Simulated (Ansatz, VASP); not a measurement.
**TePb in VASP and in Ansatz**

```xyz
2
Lattice="0.0000 3.2709 3.2709 3.2709 0.0000 3.2709 3.2709 3.2709 0.0000" Properties=species:S:1:pos:R:3 pbc="T T T"
Te    0.0000    0.0000    0.0000
Pb    3.2709    3.2709    3.2709
```

Alike in both runs: task relaxation of cell and atoms; functional r2SCAN; k mesh 8 × 8 × 8; occupations gaussian, width 0.02 eV; no spin polarisation.

|  | VASP | Ansatz |
| --- | --- | --- |
| version | VASP 6.6.1 | Ansatz 0.2.0 |
| potentials or method | VASP PAW PBE potentials, release 64 (Te, Pb_d), cutoff 600 eV | scalar-relativistic, plane waves, PAW |
| valence electrons in the cell | 20 | 30 |

VASP gave:

- gap on the k mesh at the Fermi level, each at its own relaxed structure (eV): 1.09
- relaxed volume (Å³/atom): 34.90
- relaxed length of the cell vector where the two differ most in proportion (Å): 4.621

Task: What did Ansatz give for the same quantities?

Result: gap on the k mesh at the Fermi level, each at its own relaxed structure (eV): 1.09; relaxed volume (Å³/atom): 34.85; relaxed length of the cell vector where the two differ most in proportion (Å): 4.620.

VASP's potentials were made for PBE, not for r2SCAN. VASP's potentials hold 20 valence electrons a cell and Ansatz's 30, so a difference there can come from the potentials and not from the codes.

Spin-orbit coupling is off throughout.
